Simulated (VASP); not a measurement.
Wanted: the native input for a VASP 6.6.1 run.

```yaml
Task: relaxation of cell and atoms
Functional: revPBE
Potentials_or_basis: VASP PAW PBE potentials, release 64 (Ir)
Cutoff: 600 eV
k_mesh: 11 × 11 × 6
Occupations: fermi-dirac, width 0.05 eV
Spin: no spin polarisation
Dipole_correction: no
Further_INCAR_settings: ALGO = Normal; EDIFF = 1e-06; IBRION = 2; EDIFFG = -0.01; NSW = 60; ISIF = 3
```

The structure of Ir lies in POSCAR:

```
Ir
1.0
    2.7513778946      0.0000000000      0.0000000000
   -1.3756889473      2.3827631521      0.0000000000
    0.0000000000      0.0000000000      4.4622900000
Ir
2
Direct
    0.3333333333      0.6666666667      0.2500000000
    0.6666666667      0.3333333333      0.7500000000
```

These files were run (other wordings do the same):

INCAR

```
PREC = Accurate
ENCUT = 600
EDIFF = 1E-6
ISMEAR = -1
SIGMA = 0.05
LREAL = F
LASPH = T
NELM = 100
ALGO = Normal
ISIF = 3
LWAVE = F
LCHARG = F
GGA = RE
IBRION = 2
NSW = 60
EDIFFG = -0.01
```

KPOINTS

```
regular mesh
0
Gamma
  11 11 6
```

Potentials or basis: VASP PAW PBE potentials, release 64 (Ir).

Launch:

```console
$ cat potpaw_PBE.64/Ir/POTCAR > POTCAR
$ mpirun -np 1 vasp_std > vasp.out
```

Results of the run:

* Relaxed volume: 14.72 Å³/atom
* Relaxed cell: a = 2.758 Å, b = 2.758 Å, c = 4.467 Å, α = 90.00°, β = 90.00°, γ = 120.00°
* Space group after relaxing (to 0.05 Å): P6_3/mmc (No. 194)
* Energy gained by relaxing: 0.6 meV/atom
* Ionic steps: 5
* Pressure after relaxing: 0.0 GPa
* Band gap on the k mesh: zero (band 9 reaches 10.79 eV, above the bottom of band 10 at 7.75 eV)

Caveat: the PAW data sets were made with another functional, which shifts forces and pressure a little; spin-orbit coupling is left out, which moves the levels of the heavy elements.

It took 36 s on 1 thread of AMD EPYC 9R45 96-Core Processor (Zen 5), on a shared host, peak memory 0.15 GiB.
